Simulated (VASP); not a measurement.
# CuO (P4_2/mmc) in VASP: a series of runs

Runs on CuO. Level: r2SCAN+U. Tasks: single point.

Everything below comes from runs of VASP 6.6.1. Logs are shortened: lines on timing, memory, paths and dates and some standing lists are left out, and cuts for length are marked.

## (1) The cell of the first run

It takes space group P4_2/mmc (No. 131, tetragonal). Conventional cell: a = 3.422 Å, b = 3.422 Å, c = 4.260 Å, α = 90.00°, β = 90.00°, γ = 90.00°. Within 2.7 Å of Cu (site symmetry mmm) lie 4 O at 2.02 Å. Within 2.7 Å of O (site symmetry -4m2) lie 4 Cu at 2.02 Å and 2 O at 2.13 Å.

## (2) Single point, r2SCAN+U, collinear spin, ferromagnetic start

Input file POSCAR:

```
CuO
1.0
    3.4220509700      0.0000000000      0.0000000000
    0.0000000000      3.4220509700      0.0000000000
    0.0000000000      0.0000000000      4.2604614800
Cu O
2 2
Direct
    0.0000000000      0.5000000000      0.0000000000
    0.5000000000      0.0000000000      0.5000000000
    0.0000000000      0.0000000000      0.2500000000
    0.0000000000      0.0000000000      0.7500000000
```

Input file INCAR.step1:

```
SYSTEM = CuO
ALGO = Normal
EDIFF = 1E-4
ENCUT = 520
GGA = PE
ISMEAR = 0
ISPIN = 2
LASPH = .True.
LCHARG = .False.
LDAU = .True.
LDAUJ = 0 0
LDAUL = 2 -1
LDAUTYPE = 2
LDAUU = 4 0
LMAXMIX = 4
LREAL = .False.
LWAVE = .True.
MAGMOM = 0.38 0.38 0.16 0.16
NBANDS = 29
NELM = 150
PREC = Accurate
SIGMA = 0.05
```

Input file INCAR.step2:

```
SYSTEM = CuO
ALGO = Normal
EDIFF = 1E-6
ENCUT = 520
ISIF = 2
ISMEAR = 0
ISPIN = 2
ISTART = 1
LASPH = .True.
LCHARG = .True.
LDAU = .True.
LDAUJ = 0 0
LDAUL = 2 -1
LDAUPRINT = 1
LDAUTYPE = 2
LDAUU = 4 0
LELF = .True.
LMAXMIX = 4
LMIXTAU = .True.
LORBIT = 11
LREAL = .False.
LVHAR = .True.
LWAVE = .False.
MAGMOM = 0.38 0.38 0.16 0.16
METAGGA = R2SCAN
NBANDS = 29
NELM = 150
PREC = Accurate
SIGMA = 0.05
```

Input file KPOINTS:

```
k-points
0
Gamma
  6 6 5
  0 0 0
```

Potentials or basis: VASP PAW PBE potentials, release 64 (Cu, O).

On the command line:

```console
$ cat potpaw_PBE.64/Cu/POTCAR potpaw_PBE.64/O/POTCAR > POTCAR
$ cp INCAR.step1 INCAR
$ mpirun -np 1 vasp_std > vasp.out
$ cp INCAR.step2 INCAR
$ mpirun -np 1 vasp_std > vasp.out
```

OUTCAR:

```text
SYSTEM = CuO
   EDIFF = 1E-6
   ENCUT = 520
   ISIF = 2
   ISMEAR = 0
   ISPIN = 2
   ISTART = 1
   LASPH = .True.
   LORBIT = 11
   LREAL = .False.
   METAGGA = R2SCAN
   NELM = 150
   PREC = Accurate

 ion  position               nearest neighbor table
   1  0.000  0.500  0.000-   3 2.02   4 2.02   3 2.02   4 2.02
   2  0.500  0.000  0.500-   3 2.02   4 2.02   3 2.02   4 2.02
   3  0.000  0.000  0.250-   1 2.02   2 2.02   1 2.02   2 2.02
   4  0.000  0.000  0.750-   1 2.02   2 2.02   1 2.02   2 2.02

  LATTYP: Found a simple tetragonal cell.
 ALAT       =     3.4220509700
 C/A-ratio  =     1.2450023443

  Lattice vectors:

 A1 = (   3.4220509700,   0.0000000000,   0.0000000000)
 A2 = (   0.0000000000,   3.4220509700,   0.0000000000)
 A3 = (   0.0000000000,   0.0000000000,   4.2604614800)

Analysis of symmetry for initial positions (statically):
=====================================================================
 Subroutine PRICEL returns:
 Original cell was already a primitive cell.

 Routine SETGRP: Setting up the symmetry group for a
 simple tetragonal supercell.

 Subroutine GETGRP returns: Found 16 space group operations
 (whereof  8 operations were pure point group operations)
 out of a pool of 16 trial point group operations.

The static configuration has the point symmetry D_2h.
 The point group associated with its full space group is D_4h.

Analysis of symmetry for dynamics (positions and initial velocities):
=====================================================================
 Subroutine PRICEL returns:
 Original cell was already a primitive cell.

 Routine SETGRP: Setting up the symmetry group for a
 simple tetragonal supercell.

 Subroutine GETGRP returns: Found 16 space group operations
 (whereof  8 operations were pure point group operations)
 out of a pool of 16 trial point group operations.

The dynamic configuration has the point symmetry D_2h.
 The point group associated with its full space group is D_4h.

Analysis of structural, dynamic, and magnetic symmetry:
=====================================================================
 Subroutine PRICEL returns:
 Original cell was already a primitive cell.

 Routine SETGRP: Setting up the symmetry group for a
 simple tetragonal supercell.

 Subroutine GETGRP returns: Found 16 space group operations
 (whereof  8 operations were pure point group operations)
 out of a pool of 16 trial point group operations.

The overall configuration has the point symmetry D_2h.
 The point group associated with its full space group is D_4h.

 Subroutine INISYM returns: Found 16 space group operations
 (whereof  8 operations are pure point group operations),
 and found     1 'primitive' translations

----------------------------------------------------------------------------------------

                                     Primitive cell

  volume of cell :      49.8918

  direct lattice vectors                    reciprocal lattice vectors
     3.422050970  0.000000000  0.000000000     0.292222415  0.000000000  0.000000000
     0.000000000  3.422050970  0.000000000     0.000000000  0.292222415  0.000000000
     0.000000000  0.000000000  4.260461480     0.000000000  0.000000000  0.234716358

  length of vectors
     3.422050970  3.422050970  4.260461480     0.292222415  0.292222415  0.234716358

  position of ions in fractional coordinates (direct lattice)
     0.000000000  0.500000000  0.000000000
     0.500000000  0.000000000  0.500000000
     0.000000000  0.000000000  0.250000000
     0.000000000  0.000000000  0.750000000

  ion indices of the primitive-cell ions
   primitive index   ion index
                 1           1
                 2           2
                 3           3
                 4           4

----------------------------------------------------------------------------------------

 KPOINTS: k-points
[... 92 lines left out ...]
   LORBIT       =     11    0 simple, 1 ext, 2 COOP (PROOUT), +10 PAW based schemes
 LDA+U is selected, type is set to LDAUTYPE =  2
   angular momentum for each species LDAUL =     2   -1
   U (eV)           for each species LDAUU =   4.0  0.0
   J (eV)           for each species LDAUJ =   0.0  0.0
   METAGGA = R2SCAN    functional components
   LHFCALC =     F    Hartree Fock is set to
   AEXX    =    0.0000 exact exchange contribution
   IVDW    =     0    specifies the selected vdW correction
   LEPSILON=     F    determine dielectric tensor
   LRPA    =     F    only Hartree local field effects (RPA)
 spin polarized calculation
 Gauss-broadening in eV      SIGMA  =   0.05
  energy-cutoff  :      520.00
  volume of cell :       49.89
 maximum number of plane-waves:      1357
 NGX is ok and might be reduce to    28
   NGX = 13   NGY = 13   NGZ = 15

atom =   1  type =  1  l = 2

 onsite density matrix

spin component  1

  0.9725  0.0000 -0.0000  0.0000 -0.0000
  0.0000  0.9924  0.0000  0.0000  0.0000
 -0.0000  0.0000  0.9679  0.0000  0.0027
  0.0000  0.0000  0.0000  0.9662  0.0000
 -0.0000  0.0000  0.0027  0.0000  0.9345

spin component  2

  0.9653  0.0000 -0.0000  0.0000 -0.0000
  0.0000  0.6186  0.0000 -0.0000  0.0000
 -0.0000  0.0000  0.9669  0.0000  0.0065
  0.0000 -0.0000  0.0000  0.9623  0.0000
 -0.0000  0.0000  0.0065  0.0000  0.9254

 occupancies and eigenvectors

  o =  0.6186  v =  0.0000  0.0000  0.0000  0.0000  0.0000  0.0000 -1.0000  0.0000  0.0000  0.0000      0.0000  0.0000  0.0000  0.0000  0.0000  0.0000  0.0000  0.0000  0.0000  0.0000
  o =  0.9244  v =  0.0000  0.0000  0.0000  0.0000  0.0000  0.0000 -0.0000  0.1518  0.0000 -0.9884      0.0000  0.0000  0.0000  0.0000  0.0000  0.0000  0.0000  0.0000  0.0000  0.0000
  o =  0.9343  v =  0.0000 -0.0000 -0.0807  0.0000  0.9967  0.0000  0.0000  0.0000  0.0000  0.0000      0.0000  0.0000  0.0000  0.0000  0.0000  0.0000  0.0000  0.0000  0.0000  0.0000
  o =  0.9623  v =  0.0000  0.0000  0.0000  0.0000  0.0000  0.0000  0.0000 -0.0000 -1.0000  0.0000      0.0000  0.0000  0.0000  0.0000  0.0000  0.0000  0.0000  0.0000  0.0000  0.0000
  o =  0.9653  v =  0.0000  0.0000  0.0000  0.0000  0.0000  1.0000  0.0000  0.0000  0.0000  0.0000      0.0000  0.0000  0.0000  0.0000  0.0000  0.0000  0.0000  0.0000  0.0000  0.0000
  o =  0.9662  v =  0.0000  0.0000  0.0000 -1.0000  0.0000  0.0000  0.0000  0.0000  0.0000  0.0000      0.0000  0.0000  0.0000  0.0000  0.0000  0.0000  0.0000  0.0000  0.0000  0.0000
  o =  0.9679  v =  0.0000  0.0000  0.0000  0.0000  0.0000  0.0000 -0.0000 -0.9884  0.0000 -0.1518      0.0000  0.0000  0.0000  0.0000  0.0000  0.0000  0.0000  0.0000  0.0000  0.0000
  o =  0.9682  v =  0.0000 -0.0000  0.9967  0.0000  0.0807  0.0000  0.0000  0.0000  0.0000  0.0000      0.0000  0.0000  0.0000  0.0000  0.0000  0.0000  0.0000  0.0000  0.0000  0.0000
  o =  0.9725  v =  1.0000  0.0000  0.0000  0.0000  0.0000  0.0000  0.0000  0.0000  0.0000  0.0000      0.0000  0.0000  0.0000  0.0000  0.0000  0.0000  0.0000  0.0000  0.0000  0.0000
  o =  0.9924  v =  0.0000 -1.0000 -0.0000  0.0000 -0.0000  0.0000  0.0000  0.0000  0.0000  0.0000      0.0000  0.0000  0.0000  0.0000  0.0000  0.0000  0.0000  0.0000  0.0000  0.0000

atom =   2  type =  1  l = 2

 onsite density matrix

spin component  1

  0.9725  0.0000  0.0000  0.0000 -0.0000
  0.0000  0.9662  0.0000  0.0000  0.0000
  0.0000  0.0000  0.9679  0.0000 -0.0027
  0.0000  0.0000  0.0000  0.9924  0.0000
 -0.0000  0.0000 -0.0027  0.0000  0.9345

spin component  2

  0.9653  0.0000 -0.0000  0.0000 -0.0000
  0.0000  0.9623  0.0000 -0.0000  0.0000
 -0.0000  0.0000  0.9669  0.0000 -0.0065
  0.0000 -0.0000  0.0000  0.6186  0.0000
 -0.0000  0.0000 -0.0065  0.0000  0.9254

 occupancies and eigenvectors

  o =  0.6186  v =  0.0000  0.0000  0.0000  0.0000  0.0000  0.0000  0.0000  0.0000 -1.0000  0.0000      0.0000  0.0000  0.0000  0.0000  0.0000  0.0000  0.0000  0.0000  0.0000  0.0000
  o =  0.9244  v =  0.0000  0.0000  0.0000  0.0000  0.0000  0.0000 -0.0000  0.1518  0.0000  0.9884      0.0000  0.0000  0.0000  0.0000  0.0000  0.0000  0.0000  0.0000  0.0000  0.0000
  o =  0.9343  v =  0.0000  0.0000 -0.0807  0.0000 -0.9967  0.0000  0.0000  0.0000  0.0000  0.0000      0.0000  0.0000  0.0000  0.0000  0.0000  0.0000  0.0000  0.0000  0.0000  0.0000
  o =  0.9623  v =  0.0000  0.0000  0.0000  0.0000  0.0000  0.0000  1.0000 -0.0000  0.0000  0.0000      0.0000  0.0000  0.0000  0.0000  0.0000  0.0000  0.0000  0.0000  0.0000  0.0000
  o =  0.9653  v =  0.0000  0.0000  0.0000  0.0000  0.0000  1.0000  0.0000  0.0000  0.0000  0.0000      0.0000  0.0000  0.0000  0.0000  0.0000  0.0000  0.0000  0.0000  0.0000  0.0000
  o =  0.9662  v =  0.0000  1.0000  0.0000  0.0000  0.0000  0.0000  0.0000  0.0000  0.0000  0.0000      0.0000  0.0000  0.0000  0.0000  0.0000  0.0000  0.0000  0.0000  0.0000  0.0000
  o =  0.9679  v =  0.0000  0.0000  0.0000  0.0000  0.0000  0.0000  0.0000  0.9884  0.0000 -0.1518      0.0000  0.0000  0.0000  0.0000  0.0000  0.0000  0.0000  0.0000  0.0000  0.0000
  o =  0.9682  v =  0.0000  0.0000 -0.9967  0.0000  0.0807  0.0000  0.0000  0.0000  0.0000  0.0000      0.0000  0.0000  0.0000  0.0000  0.0000  0.0000  0.0000  0.0000  0.0000  0.0000
  o =  0.9725  v =  1.0000  0.0000  0.0000  0.0000  0.0000  0.0000  0.0000  0.0000  0.0000  0.0000      0.0000  0.0000  0.0000  0.0000  0.0000  0.0000  0.0000  0.0000  0.0000  0.0000
  o =  0.9924  v =  0.0000  0.0000  0.0000  1.0000  0.0000  0.0000  0.0000  0.0000  0.0000  0.0000      0.0000  0.0000  0.0000  0.0000  0.0000  0.0000  0.0000  0.0000  0.0000  0.0000

 number of electron      34.0000009 magnetization       1.0837321

 Free energy of the ion-electron system (eV)
  ---------------------------------------------------
  ext. energy  EPLUGINS =         0.00000000
  ---------------------------------------------------
  free energy    TOTEN  =       -32.19876447 eV

  energy without entropy =      -32.19704684  energy(sigma->0) =      -32.19790565

 E-fermi :   3.8259     XC(G=0): -11.1795

 val. band max:        3.8186156399   @ k =   0.3333   0.3333   0.4000
 cond. band min:       3.8551929505   @ k =   0.5000   0.3333   0.4000
 fundamental gap:      0.0365773106
 Fermi energy:         3.8258502805

 spin component 1

 k-point     1 :       0.0000    0.0000    0.0000
  band No.  band energies     occupation
      1     -17.4773      1.00000
      2     -14.6963      1.00000
      3      -4.5193      1.00000
      4      -2.8666      1.00000
      5      -2.8666      1.00000
      6      -1.2074      1.00000
[... 1529 lines left out ...]
     28      21.8492      0.00000
     29      22.2947      0.00000

 [... further k-points ...]

------------------------ aborting loop because EDIFF is reached ----------------------------------------

  FORCE on cell =-STRESS in cart. coord.  units (eV):
  Direction    XX          YY          ZZ          XY          YZ          ZX
  --------------------------------------------------------------------------------------
  -------------------------------------------------------------------------------------
  Total       -5.9531840     -5.9531840      5.8723287      0.0000000      0.0000000      0.0000000
  in kB     -191.1746483   -191.1746483    188.5781393      0.0000000      0.0000000      0.0000000
  external PRESSURE =     -64.5903858 kB  Pullay stress =       0.0000000 kB

 VOLUME and BASIS-vectors are now :
 -----------------------------------------------------------------------------
  energy-cutoff  :      520.00
  volume of cell :       49.89
      direct lattice vectors                 reciprocal lattice vectors
     3.422050970  0.000000000  0.000000000     0.292222415  0.000000000  0.000000000
     0.000000000  3.422050970  0.000000000     0.000000000  0.292222415  0.000000000
     0.000000000  0.000000000  4.260461480     0.000000000  0.000000000  0.234716358

 POSITION                                       TOTAL-FORCE (eV/Angst)
 -----------------------------------------------------------------------------------
      0.00000      1.71103      0.00000         0.000000     -0.000000      0.000000
      1.71103      0.00000      2.13023         0.000000     -0.000000      0.000000
      0.00000      0.00000      1.06512         0.000000      0.000000      0.000000
      0.00000      0.00000      3.19535         0.000000     -0.000000     -0.000000
 -----------------------------------------------------------------------------------
    total drift:                                0.000000      0.000000      0.000000

  FREE ENERGIE OF THE ION-ELECTRON SYSTEM (eV)
  ---------------------------------------------------
  free  energy   TOTEN  =       -32.1987644671 eV

  energy  without entropy=      -32.1970468411  energy(sigma->0) =      -32.19790565

 total charge

# of ion       s       p       d       tot
------------------------------------------
    1        0.336   0.306   9.252   9.894
    2        0.336   0.306   9.252   9.894
    3        1.593   3.332   0.000   4.926
    4        1.593   3.332   0.000   4.926
--------------------------------------------------
tot          3.858   7.277  18.504  29.639

 magnetization (x)

# of ion       s       p       d       tot
------------------------------------------
    1       -0.008  -0.002   0.396   0.386
    2       -0.008  -0.002   0.396   0.386
    3        0.008   0.143   0.000   0.151
    4        0.008   0.143   0.000   0.151
--------------------------------------------------
tot         -0.000   0.283   0.791   1.073
```

Wall time 3.1 min (1 thread of AMD EPYC 9R45 (Zen 5), shared host); peak memory 0.2 GiB.

What came out:

```
Free energy                                           : -32.1988 eV
Pressure                                              : -6.5 GPa
Net moment                                            : 1.08 μB per cell
Site moments                                          : Cu +0.39; O +0.15 μB
Valence electrons inside the program's atomic spheres : Cu 9.89; O 4.93
```

Stress tensor (GPa, compression positive):
```
-19.12   0.00   0.00
  0.00 -19.12   0.00
  0.00   0.00  18.86
```

Eigenvalues of the final occupation matrices:
| site | spin | trace | eigenvalues |
| --- | --- | --- | --- |
| site 1 d | 1 | 4.83 | 0.93 0.97 0.97 0.97 0.99 |
| site 1 d | 2 | 4.44 | 0.62 0.92 0.96 0.97 0.97 |
| site 2 d | 1 | 4.83 | 0.93 0.97 0.97 0.97 0.99 |
| site 2 d | 2 | 4.44 | 0.62 0.92 0.96 0.97 0.97 |

Caveat: the cell stands under tension; the PAW data sets were made with another functional, which shifts forces and pressure a little.

## (3) Single point, r2SCAN+U, collinear spin

POSCAR is that of step 2.

Input file INCAR.step1:

```
SYSTEM = CuO
PREC = Accurate
ENCUT = 520
ISMEAR = 0
SIGMA = 0.05
LREAL = .FALSE.
LASPH = .TRUE.
NELM = 150
ISPIN = 2
MAGMOM = 1 -1 0 0
LMAXMIX = 4
LDAU = .TRUE.
LDAUTYPE = 2
LDAUL = 2 -1
LDAUU = 4 0
LDAUJ = 0 0
NBANDS = 29
GGA = PE
ALGO = Normal
EDIFF = 1E-4
LWAVE = .TRUE.
LCHARG = .FALSE.
```

Input file INCAR.step2:

```
SYSTEM = CuO
PREC = Accurate
ENCUT = 520
EDIFF = 1E-7
ISMEAR = 0
SIGMA = 0.05
LREAL = .FALSE.
LASPH = .TRUE.
NELM = 150
ALGO = Normal
ISIF = 2
LWAVE = .FALSE.
LCHARG = .FALSE.
ISPIN = 2
MAGMOM = 1 -1 0 0
LORBIT = 11
LMAXMIX = 4
LDAU = .TRUE.
LDAUTYPE = 2
LDAUL = 2 -1
LDAUU = 4 0
LDAUJ = 0 0
LDAUPRINT = 1
METAGGA = R2SCAN
LMIXTAU = .TRUE.
NBANDS = 29
ISTART = 1
```

Input file KPOINTS:

```
regular mesh
0
G
  6 6 5
  0 0 0
```

Potentials or basis: VASP PAW PBE potentials, release 64 (Cu, O).

On the command line:

```console
$ cat potpaw_PBE.64/Cu/POTCAR potpaw_PBE.64/O/POTCAR > POTCAR
$ cp INCAR.step1 INCAR
$ mpirun -np 1 vasp_std > vasp.out
$ cp INCAR.step2 INCAR
$ mpirun -np 1 vasp_std > vasp.out
```

Wall time 3 min (1 thread of AMD EPYC 9R45 (Zen 5), shared host); peak memory 0.2 GiB.

Results (log left out):

```
Free energy                                           : -32.1887 eV
Pressure                                              : -6.3 GPa
Band gap on the k mesh                                : zero (filled and empty bands overlap)
Net moment                                            : 0.00 μB per cell
Site moments                                          : Cu +0.40, -0.40; O +0.00 μB
Valence electrons inside the program's atomic spheres : Cu 9.89; O 4.93
```

Stress tensor (GPa, compression positive):
```
-19.54   0.00   0.00
  0.00 -19.54   0.00
  0.00   0.00  20.17
```

Levels at points of the mesh, in eV from the Fermi level:
Spin up:
| k point | band 13 | band 14 | band 15 | band 16 | band 17 | band 18 | band 19 | band 20 | band 21 | band 22 |
| --- | --- | --- | --- | --- | --- | --- | --- | --- | --- | --- |
| (0.00, 0.00, 0.00) | -3.58 | -3.52 | -2.33 | -0.35 | 0.42 | 0.71 | 1.51 | 6.64 | 7.87 | 9.73 |
| (0.50, 0.00, 0.00) | -2.93 | -2.67 | -2.60 | -1.61 | -0.49 | 1.42 | 4.17 | 4.53 | 6.98 | 10.30 |
| (0.50, 0.50, 0.00) | -3.52 | -3.27 | -2.59 | -2.41 | -1.42 | 1.15 | 1.62 | 8.52 | 8.73 | 9.33 |
Spin down:
| k point | band 13 | band 14 | band 15 | band 16 | band 17 | band 18 | band 19 | band 20 | band 21 | band 22 |
| --- | --- | --- | --- | --- | --- | --- | --- | --- | --- | --- |
| (0.00, 0.00, 0.00) | -3.58 | -3.52 | -2.33 | -0.35 | 0.42 | 0.71 | 1.51 | 6.64 | 7.87 | 9.73 |
| (0.50, 0.00, 0.00) | -3.58 | -2.76 | -2.64 | -2.62 | 1.03 | 1.46 | 3.94 | 4.57 | 6.93 | 10.34 |
| (0.50, 0.50, 0.00) | -3.52 | -3.27 | -2.59 | -2.41 | -1.42 | 1.15 | 1.62 | 8.52 | 8.73 | 9.33 |

Eigenvalues of the final occupation matrices:
```
    site  spin  trace               eigenvalues
site 1 d     1   4.83  0.93 0.96 0.97 0.97 1.00
site 1 d     2   4.43  0.60 0.93 0.96 0.97 0.97
site 2 d     1   4.43  0.60 0.93 0.96 0.97 0.97
site 2 d     2   4.83  0.93 0.96 0.97 0.97 1.00
```

Caveat: the cell stands under tension; the PAW data sets were made with another functional, which shifts forces and pressure a little.
